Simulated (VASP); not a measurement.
# InP (rocksalt type) (Fm-3m) in VASP: further runs

InP (rocksalt type) is run at these levels: PBE; tasks: single point.

All numbers are computed with VASP 6.6.1; they aren't measurements. Logs are shortened: lines on timing, memory, paths and dates and some standing lists are left out, and cuts for length are marked.

## (1) The cell of the first run

It takes space group Fm-3m (No. 225, cubic). Conventional cell: a = 4.965 Å, b = 4.965 Å, c = 4.965 Å, α = 90.00°, β = 90.00°, γ = 90.00°. In (site symmetry m-3m) has 6 P at 2.48 Å within 3.3 Å. P (site symmetry m-3m) has 6 In at 2.48 Å within 3.3 Å.

## (2) Single point, PBE (15.30 Å³/atom)

The input, INCAR:

```
ALGO = Normal
EDIFF = 1E-6
ENCUT = 520
GGA = PE
ISIF = 2
ISMEAR = -1
LASPH = True
LCHARG = False
LREAL = False
LWAVE = False
NBANDS = 16
NELM = 80
PREC = Accurate
SIGMA = 0.05
```

The input, KPOINTS:

```
k-points
0
Gamma
  13 13 13
```

The input, POSCAR:

```
InP
1.0
    0.0000000000      2.4823672667      2.4823672667
    2.4823672667      0.0000000000      2.4823672667
    2.4823672667      2.4823672667      0.0000000000
In P
1 1
Direct
    0.0000000000      0.0000000000      0.0000000000
    0.5000000000      0.5000000000      0.5000000000
```

Potentials or basis: VASP PAW PBE potentials, release 64 (In_d, P).

The run is started by

```
$ cat potpaw_PBE.64/In_d/POTCAR potpaw_PBE.64/P/POTCAR > POTCAR
$ mpirun -np 1 vasp_std > vasp.out
```

OUTCAR:

```text
EDIFF = 1E-6
   ENCUT = 520
   GGA = PE
   ISIF = 2
   ISMEAR = -1
   LASPH = True
   LREAL = False
   NELM = 80
   PREC = Accurate

 ion  position               nearest neighbor table
   1  0.000  0.000  0.000-   2 2.48   2 2.48   2 2.48   2 2.48   2 2.48   2 2.48
   2  0.500  0.500  0.500-   1 2.48   1 2.48   1 2.48   1 2.48   1 2.48   1 2.48

  LATTYP: Found a face centered cubic cell.
 ALAT       =     4.9647345334

  Lattice vectors:

 A1 = (   0.0000000000,   2.4823672667,   2.4823672667)
 A2 = (   2.4823672667,   0.0000000000,   2.4823672667)
 A3 = (   2.4823672667,   2.4823672667,   0.0000000000)

Analysis of symmetry for initial positions (statically):
=====================================================================
 Subroutine PRICEL returns:
 Original cell was already a primitive cell.

 Routine SETGRP: Setting up the symmetry group for a
 face centered cubic supercell.

 Subroutine GETGRP returns: Found 48 space group operations
 (whereof 48 operations were pure point group operations)
 out of a pool of 48 trial point group operations.

The static configuration has the point symmetry O_h .

Analysis of symmetry for dynamics (positions and initial velocities):
=====================================================================
 Subroutine PRICEL returns:
 Original cell was already a primitive cell.

 Routine SETGRP: Setting up the symmetry group for a
 face centered cubic supercell.

 Subroutine GETGRP returns: Found 48 space group operations
 (whereof 48 operations were pure point group operations)
 out of a pool of 48 trial point group operations.

The dynamic configuration has the point symmetry O_h .

 Subroutine INISYM returns: Found 48 space group operations
 (whereof 48 operations are pure point group operations),
 and found     1 'primitive' translations

----------------------------------------------------------------------------------------

                                     Primitive cell

  volume of cell :      30.5934

  direct lattice vectors                    reciprocal lattice vectors
     0.000000000  2.482367267  2.482367267    -0.201420639  0.201420639  0.201420639
     2.482367267  0.000000000  2.482367267     0.201420639 -0.201420639  0.201420639
     2.482367267  2.482367267  0.000000000     0.201420639  0.201420639 -0.201420639

  length of vectors
     3.510597455  3.510597455  3.510597455     0.348870780  0.348870780  0.348870780

  position of ions in fractional coordinates (direct lattice)
     0.000000000  0.000000000  0.000000000
     0.500000000  0.500000000  0.500000000

  ion indices of the primitive-cell ions
   primitive index   ion index
                 1           1
                 2           2

----------------------------------------------------------------------------------------

 KPOINTS: k-points

Automatic generation of k-mesh.
 Grid dimensions read from file:
 generate k-points for:   13   13   13

 Generating k-lattice:

  Cartesian coordinates                     Fractional coordinates (reciprocal lattice)
    -0.015493895  0.015493895  0.015493895     0.076923077  0.000000000  0.000000000
     0.015493895 -0.015493895  0.015493895     0.000000000  0.076923077  0.000000000
     0.015493895  0.015493895 -0.015493895     0.000000000  0.000000000  0.076923077

  Length of vectors
     0.026836214  0.026836214  0.026836214

  Shift w.r.t. Gamma in fractional coordinates (k-lattice)
     0.000000000  0.000000000  0.000000000

 Subroutine IBZKPT returns following result:
 ===========================================

 Found     84 irreducible k-points:

 Following reciprocal coordinates:
            Coordinates               Weight
  0.000000  0.000000  0.000000      1.000000
  0.076923  0.000000  0.000000      8.000000
  0.153846  0.000000  0.000000      8.000000
  0.230769  0.000000  0.000000      8.000000
  0.307692  0.000000  0.000000      8.000000
  0.384615  0.000000  0.000000      8.000000
[... 16 lines left out ...]
  0.384615  0.153846  0.000000     24.000000
  0.461538  0.153846  0.000000     24.000000
 [... further k-points ...]
   k-points           NKPTS =     84   k-points in BZ     NKDIM =     84   number of bands    NBANDS=     16
   number of dos      NEDOS =    301   number of ions     NIONS =      2
   total plane-waves  NPLWV =  21952
   dimension x,y,z NGX =    28 NGY =   28 NGZ =   28
   dimension x,y,z NGXF=    56 NGYF=   56 NGZF=   56
   ions per type =               1   1
   NGX,Y,Z   is equivalent  to a cutoff of  13.26, 13.26, 13.26 a.u.
   NGXF,Y,Z  is equivalent  to a cutoff of  26.52, 26.52, 26.52 a.u.
 SYSTEM =  unknown system
   PREC   = accura    normal or accurate (medium, high low for compatibility)
   ISTART =      0    job   : 0-new  1-cont  2-samecut
   ICHARG =      2    charge: 1-file 2-atom 10-const
   ISPIN  =      1    spin polarized calculation?
   LNONCOLLINEAR =      F non collinear calculations
   LSORBIT =      F    spin-orbit coupling
   LASPH  =      T    aspherical Exc in radial PAW
   ENCUT  =  520.0 eV  38.22 Ry    6.18 a.u.   6.53  6.53  6.53*2*pi/ulx,y,z
   NELM   =     80;   NELMIN=  2; NELMDL= -5     # of ELM steps
   EDIFF  = 0.1E-05   stopping-criterion for ELM
   LREAL  =      F    real-space projection
   EDIFFG = 0.1E-04   stopping-criterion for IOM
   NSW    =      0    number of steps for IOM
   IBRION =     -1    ionic relax: 0-MD 1-quasi-New 2-CG
   NFREE  =      0    steps in history (QN), initial steepest desc. (CG)
   ISIF   =      2    stress and relaxation
   ISYM   =      2    0-nonsym 1-usesym 2-fastsym
   POTIM  = 0.5000    time-step for ionic-motion
   TEBEG  =    0.0;   TEEND  =   0.0 temperature during run
   PSTRESS=    0.0 pullay stress
   NELECT =      18.0000    total number of electrons
   NUPDOWN=      -1.0000    fix difference up-down
   EMIN   =  10.00;   EMAX   =-10.00  energy-range for DOS
   EFERMI =   0.00;   METHOD = LEGACY
   ISMEAR =    -1;   SIGMA  =   0.05  broadening in eV -4-tet -1-fermi 0-gaus
   EFERMI_NEDOS =   21; number of points for ismear=-14 and -15
   IALGO  =     38    algorithm
   IMIX   =      4    mixing-type and parameters
     AMIX     =   0.40;   BMIX     =  1.00
     AMIX_MAG =   1.60;   BMIX_MAG =  1.00
  volume/ion in A,a.u.               =      15.30       103.23
  Fermi-wavevector in a.u.,A,eV,Ry     =   1.371796  2.592319 25.603785  1.881825
  Thomas-Fermi vector in A             =   2.497461
   LORBIT       =      0    0 simple, 1 ext, 2 COOP (PROOUT), +10 PAW based schemes
   GGA     = PE    functional components
   LHFCALC =     F    Hartree Fock is set to
   AEXX    =    0.0000 exact exchange contribution
   IVDW    =     0    specifies the selected vdW correction
   LEPSILON=     F    determine dielectric tensor
   LRPA    =     F    only Hartree local field effects (RPA)
 non-spin polarized calculation
  energy-cutoff  :      520.00
  volume of cell :       30.59
 maximum number of plane-waves:       869
 NGX is ok and might be reduce to    28
   NGX = 13   NGY = 13   NGZ = 13

 number of electron      18.0000006 magnetization

 Free energy of the ion-electron system (eV)
  ---------------------------------------------------
  ext. energy  EPLUGINS =         0.00000000
  ---------------------------------------------------
  free energy    TOTEN  =        -6.48450498 eV

  energy without entropy =       -6.48068110  energy(sigma->0) =       -6.48259304

 E-fermi :  11.8729     XC(G=0): -11.9926

 val. band max:       11.8016620459   @ k =  -0.1538   0.0769   0.0000
 cond. band min:      11.8951647251   @ k =  -0.2308   0.2308   0.0000
 fundamental gap:      0.0935026792
 Fermi energy:        11.8728785154

 k-point     1 :       0.0000    0.0000    0.0000
  band No.  band energies     occupation
      1      -3.1787      2.00000
      2      -3.1500      2.00000
      3      -3.1500      2.00000
      4      -3.1053      2.00000
      5      -3.1053      2.00000
      6      -3.1053      2.00000
[... 8 lines left out ...]
     15      22.4620      0.00000
     16      22.4620      0.00000

 k-point     2 :       0.0769    0.0000    0.0000
  band No.  band energies     occupation
      1      -3.1585      2.00000
      2      -3.1585      2.00000
      3      -3.1186      2.00000
      4      -3.0945      2.00000
      5      -3.0945      2.00000
      6      -3.0646      2.00000
[... 8 lines left out ...]
     15      21.0768      0.00000
     16      21.4446      0.00000

 k-point     3 :       0.1538    0.0000    0.0000
  band No.  band energies     occupation
      1      -3.1875      2.00000
      2      -3.1875      2.00000
      3      -3.1336      2.00000
      4      -3.0587      2.00000
      5      -3.0587      2.00000
      6      -2.7486      2.00000
[... 8 lines left out ...]
     15      20.3599      0.00000
     16      21.4922      0.00000

 k-point     4 :       0.2308    0.0000    0.0000
  band No.  band energies     occupation
      1      -3.2308      2.00000
      2      -3.2308      2.00000
      3      -3.1589      2.00000
      4      -3.0049      2.00000
      5      -3.0049      2.00000
      6      -2.2281      2.00000
[... 8 lines left out ...]
     15      20.7960      0.00000
     16      21.3500      0.00000
[... 324 lines left out ...]
 k-point    22 :       0.3077    0.1538    0.0000
  band No.  band energies     occupation
      1      -3.4857      2.00000
      2      -3.1649      2.00000
      3      -3.1631      2.00000
      4      -3.0041      2.00000
      5      -2.9364      2.00000
      6      -1.4874      2.00000
[... 8 lines left out ...]
     15      23.1104      0.00000
     16      23.7916      0.00000

 k-point    23 :       0.3846    0.1538    0.0000
  band No.  band energies     occupation
      1      -3.5156      2.00000
      2      -3.2086      2.00000
      3      -3.1656      2.00000
      4      -2.9840      2.00000
      5      -2.8856      2.00000
      6      -0.7233      2.00000
[... 8 lines left out ...]
     15      23.7837      0.00000
     16      24.5336      0.00000

 k-point    24 :       0.4615    0.1538    0.0000
  band No.  band energies     occupation
      1      -3.5217      2.00000
      2      -3.2504      2.00000
      3      -3.1677      2.00000
      4      -2.9612      2.00000
      5      -2.8576      2.00000
      6       0.1109      2.00000
[... 8 lines left out ...]
     15      24.1601      0.00000
     16      25.9394      0.00000

 [... further k-points ...]
[... 5 lines left out ...]
  --------------------------------------------------------------------------------------
  -------------------------------------------------------------------------------------
  Total       10.0382265     10.0382265     10.0382265      0.0000000      0.0000000     -0.0000000
  in kB      525.7018055    525.7018055    525.7018055      0.0000000      0.0000000     -0.0000000
  external PRESSURE =     525.7018055 kB  Pullay stress =       0.0000000 kB

 VOLUME and BASIS-vectors are now :
 -----------------------------------------------------------------------------
  energy-cutoff  :      520.00
  volume of cell :       30.59
      direct lattice vectors                 reciprocal lattice vectors
     0.000000000  2.482367267  2.482367267    -0.201420639  0.201420639  0.201420639
     2.482367267  0.000000000  2.482367267     0.201420639 -0.201420639  0.201420639
     2.482367267  2.482367267  0.000000000     0.201420639  0.201420639 -0.201420639

 POSITION                                       TOTAL-FORCE (eV/Angst)
 -----------------------------------------------------------------------------------
      0.00000      0.00000      0.00000        -0.000000      0.000000     -0.000000
      2.48237      2.48237      2.48237         0.000000     -0.000000      0.000000
 -----------------------------------------------------------------------------------
    total drift:                               -0.000000      0.000000      0.000000

  FREE ENERGIE OF THE ION-ELECTRON SYSTEM (eV)
  ---------------------------------------------------
  free  energy   TOTEN  =        -6.4845049758 eV

  energy  without entropy=       -6.4806810984  energy(sigma->0) =       -6.48259304
```

Wall time 84 s (1 thread of Intel Xeon 8259CL, shared host); peak memory 0.18 GiB.

Results:

```yaml
Free_energy: -6.4845 eV
Pressure: 52.6 GPa
Band_gap_on_the_k_mesh: zero (bands 9 and 10 overlap by 2.48 eV)
```

Caveat: the cell stands under pressure; spin-orbit coupling is left out, which moves the levels of the heavy elements.

## (3) Single point, PBE (17.00 Å³/atom)

This run uses another cell than the first one, of 17.00 Å³/atom.

The input, INCAR:

```
SYSTEM = InP
PREC = Accurate ; ENCUT = 520
EDIFF = 1E-7 ; ISMEAR = -1
SIGMA = 0.05 ; LREAL = .FALSE.
LASPH = .TRUE. ; NELM = 100
ALGO = Normal ; ISIF = 2
LWAVE = .FALSE. ; LCHARG = .FALSE.
GGA = PE ; NBANDS = 16
```

The input, KPOINTS:

```
regular mesh
0
G
  13 13 13
  0 0 0
```

The input, POSCAR:

```
InP
1.0
    0.0000000000      2.5710974209      2.5710974209
    2.5710974209      0.0000000000      2.5710974209
    2.5710974209      2.5710974209      0.0000000000
In P
1 1
Direct
    0.0000000000      0.0000000000      0.0000000000
    0.5000000000      0.5000000000      0.5000000000
```

Potentials or basis: VASP PAW PBE potentials, release 64 (In_d, P).

The run is started by

```
$ cat potpaw_PBE.64/In_d/POTCAR potpaw_PBE.64/P/POTCAR > POTCAR
$ mpirun -np 1 vasp_std > vasp.out
```

OUTCAR:

```text
SYSTEM = InP
   PREC = Accurate
   ENCUT = 520
   EDIFF = 1E-7
   ISMEAR = -1
   LREAL = .FALSE.
   LASPH = .TRUE.
   NELM = 100
   ISIF = 2
   GGA = PE

 ion  position               nearest neighbor table
   1  0.000  0.000  0.000-   2 2.57   2 2.57   2 2.57   2 2.57   2 2.57   2 2.57
   2  0.500  0.500  0.500-   1 2.57   1 2.57   1 2.57   1 2.57   1 2.57   1 2.57

  LATTYP: Found a face centered cubic cell.
 ALAT       =     5.1421948418

  Lattice vectors:

[... 191 lines left out ...]
      6      -3.8085      2.00000
[... 433 lines left out ...]
      3      -4.5308      2.00000
      4      -4.3902      2.00000
      5      -4.3226      2.00000
      6      -0.9483      2.00000
[... 8 lines left out ...]
     15      22.2435      0.00000
     16      23.5248      0.00000

 [... further k-points ...]
[... 5 lines left out ...]
  --------------------------------------------------------------------------------------
  -------------------------------------------------------------------------------------
  Total        5.9277402      5.9277402      5.9277402      0.0000000      0.0000000      0.0000000
  in kB      279.3921182    279.3921182    279.3921182      0.0000000      0.0000000      0.0000000
  external PRESSURE =     279.3921182 kB  Pullay stress =       0.0000000 kB

 VOLUME and BASIS-vectors are now :
 -----------------------------------------------------------------------------
  energy-cutoff  :      520.00
  volume of cell :       33.99
      direct lattice vectors                 reciprocal lattice vectors
     0.000000000  2.571097421  2.571097421    -0.194469488  0.194469488  0.194469488
     2.571097421  0.000000000  2.571097421     0.194469488 -0.194469488  0.194469488
     2.571097421  2.571097421  0.000000000     0.194469488  0.194469488 -0.194469488

 POSITION                                       TOTAL-FORCE (eV/Angst)
 -----------------------------------------------------------------------------------
      0.00000      0.00000      0.00000        -0.000000      0.000000      0.000000
      2.57110      2.57110      2.57110         0.000000     -0.000000     -0.000000
 -----------------------------------------------------------------------------------
    total drift:                               -0.000000      0.000000      0.000000

  FREE ENERGIE OF THE ION-ELECTRON SYSTEM (eV)
  ---------------------------------------------------
  free  energy   TOTEN  =        -7.3190558416 eV

  energy  without entropy=       -7.3136788623  energy(sigma->0) =       -7.31636735
```

OSZICAR:

```text
N       E                     dE             d eps       ncg     rms          rms(c)
DAV:   1     0.111277340962E+03    0.11128E+03   -0.85047E+03  2736   0.143E+03
DAV:   2    -0.121915556239E+01   -0.11250E+03   -0.10747E+03  3040   0.319E+02
DAV:   3    -0.757021089046E+01   -0.63511E+01   -0.62652E+01  3432   0.714E+01
DAV:   4    -0.770845960488E+01   -0.13825E+00   -0.13820E+00  3352   0.103E+01
DAV:   5    -0.771477388693E+01   -0.63143E-02   -0.63140E-02  3952   0.204E+00    0.716E+00
DAV:   6    -0.735251892690E+01    0.36225E+00   -0.54147E-01  4120   0.167E+01    0.416E+00
DAV:   7    -0.732123625259E+01    0.31283E-01   -0.13529E-01  4368   0.435E+00    0.150E+00
DAV:   8    -0.731906951664E+01    0.21667E-02   -0.11556E-02  3656   0.163E+00    0.361E-01
DAV:   9    -0.731904981833E+01    0.19698E-04   -0.74208E-04  4176   0.519E-01    0.163E-01
DAV:  10    -0.731904850745E+01    0.13109E-05   -0.58499E-05  3848   0.712E-02    0.814E-02
DAV:  11    -0.731905480608E+01   -0.62986E-05   -0.12927E-05  3392   0.363E-02    0.266E-02
DAV:  12    -0.731905585790E+01   -0.10518E-05   -0.37690E-06  3464   0.301E-02    0.143E-02
DAV:  13    -0.731905584161E+01    0.16282E-07   -0.11875E-07  2464   0.295E-03
   1 F= -.73190558E+01 E0= -.73163674E+01  d E =-.537698E-02
```

stdout:

```text
POSCAR found type information on POSCAR InP
 POSCAR found :  2 types and       2 ions
 scaLAPACK will be used
 LDA part: xc-table for (Slater+PW92), standard interpolation
 POSCAR, INCAR and KPOINTS ok, starting setup
 FFT: planning ... GRIDC
 FFT: planning ... GRID_SOFT
 FFT: planning ... GRID
 WAVECAR not read
 entering main loop
```

Wall time 94 s (1 thread of Intel Xeon 8259CL, shared host); peak memory 0.19 GiB.

What came out:

| Property | Result |
| --- | --- |
| Free energy | -7.3191 eV |
| Pressure | 27.9 GPa |
| Band gap on the k mesh | zero (bands 9 and 10 overlap by 2.56 eV) |

Caveat: the cell stands under pressure; spin-orbit coupling is left out, which moves the levels of the heavy elements.

(Continued in part 2 of 2.)

The gap in the log of VASP goes by the Fermi energy; the results here count the filled bands.